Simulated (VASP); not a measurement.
CdS (x):

```xyz
4
Lattice="4.1370 0.0000 0.0000 -2.0685 3.5827 0.0000 0.0000 0.0000 6.7160" Properties=species:S:1:pos:R:3 pbc="T T T"
Cd    0.0000    2.3885   -0.1860
Cd    2.0685    1.1942    3.1720
S     0.0000    2.3885    2.7179
S     2.0685    1.1942    6.0759
```

Base run:

```yaml
Program: VASP 6.6.1
Functional: PBEsol
Potentials_or_basis: VASP PAW PBE potentials, release 64 (Cd, S)
Cutoff: 520 eV
k_mesh: 9 × 9 × 4
Occupations: gaussian, width 0.01 eV
Spin: no spin polarisation
```

Its results: band gap on the k mesh 1.26 eV, direct; pressure 1.9 GPa; largest force 0.687 eV/Å.

Problem. The run is repeated on the same cell with these changes: potentials or basis from VASP PAW PBE potentials, release 64 (Cd, S) to VASP PAW PBE potentials, release 64 (Cd_sv_GW, S); cutoff from 520 eV to 540 eV; further incar settings from ALGO = Normal; EDIFF = 1e-06; NBANDS = 26 to ALGO = Normal; EDIFF = 1e-06; NBANDS = 34; valence electrons from 36 to 52. What comes out?

Solution. Band gap on the k mesh 1.25 eV, direct; pressure 0.5 GPa; largest force 0.663 eV/Å.

Caveats: the PAW data sets were made with another functional, which shifts forces and pressure a little.

